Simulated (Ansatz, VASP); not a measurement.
Cd: VASP beside Ansatz

```
CELL_PARAMETERS angstrom
0.00000 2.24988 2.24988
2.24988 0.00000 2.24988
2.24988 2.24988 0.00000
ATOMIC_POSITIONS crystal
Cd 0.00000 0.00000 0.00000
```

Change from the starting cell: volume scaled by 1, norm-conserving files.

Alike in both runs: task single point; functional PBE; k mesh 14 × 14 × 14; occupations fermi-dirac, width 0.08 eV; no spin polarisation.

|  | VASP | Ansatz |
| --- | --- | --- |
| version | VASP 6.6.1 | Ansatz 0.2.0 |
| potentials or method | VASP PAW PBE potentials, release 64 (Cd) | norm-conserving pseudopotentials, scalar-relativistic |
| plane-wave cutoff (eV) | 520 | 1071 |
| valence electrons in the cell | 12 | 20 |

|  | VASP | Ansatz | Ansatz less VASP |
| --- | --- | --- | --- |
| pressure (GPa) | 0.2 | 0.0 | -0.22 |

VASP's potentials hold 12 valence electrons a cell and Ansatz's 20, so a difference there can come from the potentials and not from the codes.
